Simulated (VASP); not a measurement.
Si4Mo2O, 7 atoms in the cell. The cell holds a slab with vacuum, 7 atoms: a = 3.217 Å, b = 3.217 Å, c = 21.879 Å, α = 90.00°, β = 90.00°, γ = 90.00°. 

| Quantity | Value |
| --- | --- |
| Program | VASP 6.6.1 |
| Task | single point |
| Functional | PBE |
| Potentials or basis | VASP PAW PBE potentials, release 64 (Si, Mo_sv, O) |
| Cutoff | 520 eV |
| k mesh | 8 × 8 × 1 |
| Occupations | gaussian, width 0.1 eV |
| Spin | no spin polarisation |
| Dipole correction | yes |
| Further INCAR settings | ALGO = Normal; EDIFF = 1e-06; NBANDS = 34 |

Potentials or basis: VASP PAW PBE potentials, release 64 (Si, Mo_sv, O).

Run with:

```sh
$ cat potpaw_PBE.64/Si/POTCAR potpaw_PBE.64/Mo_sv/POTCAR potpaw_PBE.64/O/POTCAR > POTCAR
$ mpirun -np 1 vasp_std > vasp.out
```

Hardware: 1 thread of AMD EPYC 9R45 96-Core Processor (Zen 5), with other jobs on the host.

Problem. Estimate the wall time of this run.

Solution. It took 3.2 min on 1 thread of AMD EPYC 9R45 96-Core Processor (Zen 5), on a shared host, peak memory 0.37 GiB. Counts: scf iterations 29, k points 25.
